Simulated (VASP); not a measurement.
# Si2Ge (P6/mmm) in VASP: further runs

Si2Ge is run at these levels: PBE; tasks: single point, relaxation of cell and atoms.

Program: VASP 6.6.1. These are calculated values, not measurements. Logs are shortened: lines on timing, memory, paths and dates and some standing lists are left out, and cuts for length are marked.

## Step 1: The cell of the first run

Symmetry: P6/mmm, No. 191, hexagonal system. The conventional cell has a = 4.537 Å, b = 4.537 Å, c = 2.747 Å, α = 90.00°, β = 90.00°, γ = 120.00°. Si (site symmetry -6m2) has 5 Si at 2.62 to 2.75 Å and 6 Ge at 2.96 Å within 3.5 Å. Within 3.6 Å of Ge (site symmetry 6/mmm) lie 2 Ge at 2.75 Å and 12 Si at 2.96 Å.

## Step 2: Single point, PBE

Input file INCAR:

```
SYSTEM = Si2Ge
PREC = Accurate ; ENCUT = 520
EDIFF = 1E-6 ; ISMEAR = 0
SIGMA = 0.1 ; LREAL = .False.
LASPH = .True. ; NELM = 100
ALGO = Normal ; ISIF = 2
LWAVE = .False. ; LCHARG = .False.
GGA = PE ; NBANDS = 18
```

Input file KPOINTS:

```
Automatic mesh
0
Gamma
  12 12 18
  0 0 0
```

Input file POSCAR:

```
Si2Ge
1.0
    4.5365767957      0.0000000000      0.0000000000
   -2.2682883978      3.9287907513      0.0000000000
    0.0000000000      0.0000000000      2.7469117492
Si Ge
2 1
Direct
    0.3333333333      0.6666666667      0.5000000000
    0.6666666667      0.3333333333      0.5000000000
    0.0000000000      0.0000000000      0.0000000000
```

Potentials or basis: VASP PAW PBE potentials, release 64 (Si, Ge_d).

Launch:

```
cat potpaw_PBE.64/Si/POTCAR potpaw_PBE.64/Ge_d/POTCAR > POTCAR
mpirun -np 1 vasp_std > vasp.out
```

OUTCAR:

```text
SYSTEM = Si2Ge
   PREC = Accurate
   ENCUT = 520
   EDIFF = 1E-6
   ISMEAR = 0
   LREAL = .False.
   LASPH = .True.
   NELM = 100
   ISIF = 2
   GGA = PE

 ion  position               nearest neighbor table
   1  0.333  0.667  0.500-   2 2.62   2 2.62   2 2.62   3 2.96   3 2.96   3 2.96   3 2.96   3 2.96
                             3 2.96
   2  0.667  0.333  0.500-   1 2.62   1 2.62   1 2.62   3 2.96   3 2.96   3 2.96   3 2.96   3 2.96
                             3 2.96
   3  0.000  0.000  0.000-   1 2.96   2 2.96   1 2.96   2 2.96   1 2.96   1 2.96   2 2.96   2 2.96
                             2 2.96   2 2.96   1 2.96   1 2.96

  LATTYP: Found a hexagonal cell.
 ALAT       =     4.5365767957
 C/A-ratio  =     0.6055031961

  Lattice vectors:

 A1 = (   4.5365767957,   0.0000000000,   0.0000000000)
 A2 = (  -2.2682883978,   3.9287907513,   0.0000000000)
 A3 = (   0.0000000000,   0.0000000000,   2.7469117492)

Analysis of symmetry for initial positions (statically):
=====================================================================
 Subroutine PRICEL returns:
 Original cell was already a primitive cell.

 Routine SETGRP: Setting up the symmetry group for a
 hexagonal supercell.

 Subroutine GETGRP returns: Found 24 space group operations
 (whereof 24 operations were pure point group operations)
 out of a pool of 24 trial point group operations.

The static configuration has the point symmetry D_6h.

Analysis of symmetry for dynamics (positions and initial velocities):
=====================================================================
 Subroutine PRICEL returns:
 Original cell was already a primitive cell.

 Routine SETGRP: Setting up the symmetry group for a
 hexagonal supercell.

 Subroutine GETGRP returns: Found 24 space group operations
 (whereof 24 operations were pure point group operations)
 out of a pool of 24 trial point group operations.

The dynamic configuration has the point symmetry D_6h.

 Subroutine INISYM returns: Found 24 space group operations
 (whereof 24 operations are pure point group operations),
 and found     1 'primitive' translations

----------------------------------------------------------------------------------------

                                     Primitive cell

  volume of cell :      48.9589

  direct lattice vectors                    reciprocal lattice vectors
     4.536576796  0.000000000  0.000000000     0.220430524  0.127265622  0.000000000
[... 83 lines left out ...]
   LNONCOLLINEAR =      F non collinear calculations
   LSORBIT =      F    spin-orbit coupling
   LASPH  =      T    aspherical Exc in radial PAW
   ENCUT  =  520.0 eV  38.22 Ry    6.18 a.u.   8.44  8.44  5.11*2*pi/ulx,y,z
   NELM   =    100;   NELMIN=  2; NELMDL= -5     # of ELM steps
   EDIFF  = 0.1E-05   stopping-criterion for ELM
   LREAL  =      F    real-space projection
   EDIFFG = 0.1E-04   stopping-criterion for IOM
   NSW    =      0    number of steps for IOM
   IBRION =     -1    ionic relax: 0-MD 1-quasi-New 2-CG
   NFREE  =      0    steps in history (QN), initial steepest desc. (CG)
   ISIF   =      2    stress and relaxation
   ISYM   =      2    0-nonsym 1-usesym 2-fastsym
   POTIM  = 0.5000    time-step for ionic-motion
   TEBEG  =    0.0;   TEEND  =   0.0 temperature during run
   PSTRESS=    0.0 pullay stress
   NELECT =      22.0000    total number of electrons
   NUPDOWN=      -1.0000    fix difference up-down
   EMIN   =  10.00;   EMAX   =-10.00  energy-range for DOS
   EFERMI =   0.00;   METHOD = LEGACY
   ISMEAR =     0;   SIGMA  =   0.10  broadening in eV -4-tet -1-fermi 0-gaus
   EFERMI_NEDOS =   21; number of points for ismear=-14 and -15
   IALGO  =     38    algorithm
   IMIX   =      4    mixing-type and parameters
     AMIX     =   0.40;   BMIX     =  1.00
     AMIX_MAG =   1.60;   BMIX_MAG =  1.00
  volume/ion in A,a.u.               =      16.32       110.13
  Fermi-wavevector in a.u.,A,eV,Ry     =   1.253926  2.369576 21.392840  1.572329
  Thomas-Fermi vector in A             =   2.387755
   LORBIT       =      0    0 simple, 1 ext, 2 COOP (PROOUT), +10 PAW based schemes
   GGA     = PE    functional components
   LHFCALC =     F    Hartree Fock is set to
   AEXX    =    0.0000 exact exchange contribution
   IVDW    =     0    specifies the selected vdW correction
   LEPSILON=     F    determine dielectric tensor
   LRPA    =     F    only Hartree local field effects (RPA)
 non-spin polarized calculation
 Gauss-broadening in eV      SIGMA  =   0.10
  energy-cutoff  :      520.00
  volume of cell :       48.96
 maximum number of plane-waves:      1348
 NGX is ok and might be reduce to    36
   NGX = 17   NGY = 17   NGZ = 11

 number of electron      22.0000019 magnetization

 Free energy of the ion-electron system (eV)
  ---------------------------------------------------
  ext. energy  EPLUGINS =         0.00000000
  ---------------------------------------------------
  free energy    TOTEN  =       -13.95880536 eV

  energy without entropy =      -13.95254681  energy(sigma->0) =      -13.95567609

 E-fermi :   8.5395     XC(G=0): -11.1475

 val. band max:        8.5347332978   @ k =   0.0833   0.0833   0.4444
 cond. band min:       8.5433297652   @ k =   0.4167   0.0000   0.3889
 fundamental gap:      0.0085964674
 Fermi energy:         8.5395259904

 k-point     1 :       0.0000    0.0000    0.0000
  band No.  band energies     occupation
      1     -16.4365      2.00000
      2     -16.3508      2.00000
      3     -16.3508      2.00000
      4     -16.3013      2.00000
      5     -16.3013      2.00000
      6      -5.1987      2.00000
[... 481 lines left out ...]
      5     -16.3036      2.00000
      6      -4.0977      2.00000
[... 10 lines left out ...]
     17      17.2021      0.00000
     18      17.5982      0.00000

 [... further k-points ...]
[... 5 lines left out ...]
  --------------------------------------------------------------------------------------
  -------------------------------------------------------------------------------------
  Total       -0.0139077     -0.0139077      0.0030811     -0.0000000      0.0000000      0.0000000
  in kB       -0.4551287     -0.4551287      0.1008272     -0.0000000      0.0000000      0.0000000
  external PRESSURE =      -0.2698101 kB  Pullay stress =       0.0000000 kB

 VOLUME and BASIS-vectors are now :
 -----------------------------------------------------------------------------
  energy-cutoff  :      520.00
  volume of cell :       48.96
      direct lattice vectors                 reciprocal lattice vectors
     4.536576796  0.000000000  0.000000000     0.220430524  0.127265622  0.000000000
    -2.268288398  3.928790751  0.000000000     0.000000000  0.254531245  0.000000000
     0.000000000  0.000000000  2.746911749     0.000000000  0.000000000  0.364045186

 POSITION                                       TOTAL-FORCE (eV/Angst)
 -----------------------------------------------------------------------------------
     -0.00000      2.61919      1.37346         0.000000     -0.000000     -0.000000
      2.26829      1.30960      1.37346        -0.000000      0.000000      0.000000
      0.00000      0.00000      0.00000        -0.000000      0.000000      0.000000
 -----------------------------------------------------------------------------------
    total drift:                               -0.000000     -0.000000     -0.000000

  FREE ENERGIE OF THE ION-ELECTRON SYSTEM (eV)
  ---------------------------------------------------
  free  energy   TOTEN  =       -13.9588053622 eV

  energy  without entropy=      -13.9525468134  energy(sigma->0) =      -13.95567609
```

Wall time 2.6 min (1 thread of AMD EPYC 7R43 (Zen 3), shared host); peak memory 0.24 GiB.

What came out:

```yaml
Free_energy: -13.9588 eV
Pressure: 0.0 GPa
Band_gap_on_the_k_mesh: zero (band 11 reaches 10.95 eV, above the bottom of band 12 at 4.80 eV)
```

Levels at points of the mesh, in eV from the Fermi level:
```csv
k point,band 7,band 8,band 9,band 10,band 11,band 12,band 13,band 14,band 15,band 16
"(0.00, 0.00, 0.00)",-5.70,-4.83,-3.75,-3.75,-3.74,-3.74,4.26,6.58,10.22,10.26
"(0.50, 0.00, 0.00)",-11.08,-7.09,-6.07,1.72,2.19,2.63,3.42,5.38,6.38,6.41
"(0.00, 0.00, 0.50)",-8.56,-0.96,-0.94,-0.94,-0.59,-0.45,-0.07,0.87,0.87,1.48
"(0.50, 0.00, 0.50)",-6.91,-6.74,-5.50,-2.46,-2.15,-2.04,-0.56,5.05,5.64,6.44
```

## Step 3: Relaxation of cell and atoms, PBE

This run uses another cell than the first one, of 16.28 Å³/atom, 0.998 times its volume.

Input file INCAR:

```
ALGO = Normal
EDIFF = 1E-6
EDIFFG = -0.01
ENCUT = 600
GGA = PE
IBRION = 2
ISIF = 3
ISMEAR = 0
LASPH = T
LCHARG = F
LREAL = F
LWAVE = F
NELM = 100
NSW = 100
PREC = Accurate
SIGMA = 0.1
```

Input file KPOINTS:

```
k-points
0
Gamma
  12 12 18
```

Input file POSCAR:

```
Si2Ge
1.0
    4.6330632976      0.0000000000      0.0000000000
   -2.3165316488      4.0123505131      0.0000000000
    0.0000000000      0.0000000000      2.6280453047
Si Ge
2 1
Direct
    0.3333333333      0.6666666667      0.5000000000
    0.6666666667      0.3333333333      0.5000000000
    0.0000000000      0.0000000000      0.0000000000
```

Potentials or basis: VASP PAW PBE potentials, release 64 (Si, Ge_d).

Launch:

```
cat potpaw_PBE.64/Si/POTCAR potpaw_PBE.64/Ge_d/POTCAR > POTCAR
mpirun -np 1 vasp_std > vasp.out
```

Run time: 13 min. Hardware: 1 thread of AMD EPYC 7R43 (Zen 3), shared host; peak memory 0.29 GiB.

Results (log left out):

| Item | Value |
| --- | --- |
| Free energy | -13.9589 eV |
| Relaxed volume | 16.33 Å³/atom |
| Relaxed cell | a = 4.536 Å, b = 4.536 Å, c = 2.749 Å, α = 90.00°, β = 90.00°, γ = 120.00° |
| Space group after relaxing (to 0.05 Å) | P6/mmm (No. 191) |
| Energy gained by relaxing | 11.4 meV/atom |
| Ionic steps | 6 |
| Pressure after relaxing | 0.0 GPa |
| Band gap on the k mesh | zero (band 11 reaches 10.96 eV, above the bottom of band 12 at 4.80 eV) |

The path:
| step | energy change (eV) | largest force (eV/Å) | pressure (GPa) | volume (Å³) |
| --- | --- | --- | --- | --- |
| 1 | 0.0000 | 0.0000 | 0.41 | 48.85 |
| 2 | -0.0196 | 0.0000 | -0.19 | 49.14 |
| 3 | -0.0292 | 0.0000 | -1.13 | 49.78 |
| 4 | -0.0320 | 0.0000 | -0.99 | 49.57 |
| 5 | -0.0336 | 0.0000 | 0.40 | 48.68 |
| 6 | -0.0341 | 0.0000 | 0.02 | 48.99 |

Final structure:
```xyz
3
Lattice="4.5360 0.0000 0.0000 -2.2680 3.9283 0.0000 0.0000 0.0000 2.7492" Properties=species:S:1:pos:R:3 pbc="T T T"
Si    0.0000    2.6189    1.3746
Si    2.2680    1.3094    1.3746
Ge    0.0000    0.0000    0.0000
```

Levels at points of the mesh, in eV from the Fermi level:
```csv
k point,band 7,band 8,band 9,band 10,band 11,band 12,band 13,band 14,band 15
"(0.00, 0.00, 0.00)",-5.69,-4.82,-3.74,-3.74,-3.73,-3.73,4.23,6.56,10.26
"(0.50, 0.00, 0.00)",-11.07,-7.08,-6.07,1.73,2.20,2.64,3.42,5.38,6.35
"(0.00, 0.00, 0.50)",-8.56,-0.96,-0.94,-0.94,-0.59,-0.44,-0.08,0.87,0.87
"(0.50, 0.00, 0.50)",-6.92,-6.74,-5.50,-2.46,-2.15,-2.03,-0.56,5.05,5.65
```

## Step 4: Single point, PBE

This run uses another cell than the first one, of 19.56 Å³/atom, 1.199 times its volume.

Input file INCAR:

```
SYSTEM = Si2Ge
PREC = Accurate
ENCUT = 520
EDIFF = 1E-7
ISMEAR = 0
SIGMA = 0.1
LREAL = .FALSE.
LASPH = .TRUE.
NELM = 100
ALGO = Normal
ISIF = 2
LWAVE = .FALSE.
LCHARG = .FALSE.
GGA = PE
NBANDS = 18
```

Input file KPOINTS:

```
Automatic mesh
0
G
  6 6 6
  0 0 0
```

Input file POSCAR:

```
Si2Ge
1.0
    4.7991889400      0.0000000000      0.0000000000
   -2.3995944700      4.1562195400      0.0000000000
    0.0000000000      0.0000000000      2.9419028200
Si Ge
2 1
Direct
    0.3333333300      0.6666666700      0.5000000000
    0.6666666700      0.3333333300      0.5000000000
    0.0000000000      0.0000000000      0.0000000000
```

Launch:

```
cat potpaw_PBE.64/Si/POTCAR potpaw_PBE.64/Ge_d/POTCAR > POTCAR
mpirun -np 1 vasp_std > vasp.out
```

It took 37 s on 1 thread of AMD EPYC 7R43 (Zen 3), shared host; peak memory 0.15 GiB.

The run converged. Its results:

| Item | Value |
| --- | --- |
| Free energy | -13.6138 eV |
| Pressure | -9.1 GPa |
| Band gap on the k mesh | zero (band 11 reaches 8.27 eV, above the bottom of band 12 at 3.59 eV) |

Stress tensor (GPa, compression positive):
```
 -7.22   0.00   0.00
  0.00  -7.22   0.00
  0.00   0.00 -12.97
```

Levels at points of the mesh, in eV from the Fermi level:
```
           k point  band 7  band 8  band 9  band 10  band 11  band 12  band 13  band 14  band 15  band 16
(0.00, 0.00, 0.00)   -5.85   -4.87   -3.00    -3.00    -2.91    -2.91     3.40     6.17     8.16     8.43
(0.50, 0.00, 0.00)   -9.88   -6.72   -5.01     1.26     1.77     2.61     3.30     4.59     5.22     5.24
(0.00, 0.00, 0.50)   -7.85   -1.50   -1.46    -0.77    -0.77    -0.73    -0.25     0.93     0.93     1.64
(0.50, 0.00, 0.50)   -6.73   -6.07   -4.53    -2.53    -1.79    -1.76    -0.14     4.03     4.78     5.61
```

## Step 5: The runs side by side

| task | cell | k mesh | cutoff (eV) | gap on the mesh (eV) | pressure (GPa) |
| --- | --- | --- | --- | --- | --- |
| single point | a = 4.537, b = 4.537, c = 2.747 Å, angles 90.0, 90.0, 120.0°, 3 atoms | 12 × 12 × 18 | 520 | none | 0.0 |
| relaxation of cell and atoms | relaxed from a = 4.633, b = 4.633, c = 2.628 Å, angles 90.0, 90.0, 120.0°, 3 atoms | 12 × 12 × 18 | 600 | none | 0.0 |
| single point | a = 4.799, b = 4.799, c = 2.942 Å, angles 90.0, 90.0, 120.0°, 3 atoms | 6 × 6 × 6 | 520 | none | -9.1 |

Alike in all rows: level PBE; potentials or basis VASP PAW PBE potentials, release 64 (Si, Ge_d); no spin polarisation; smearing gaussian 0.1 eV.

Total energies depend on the potentials used, so only differences within one code and one set of settings carry meaning.
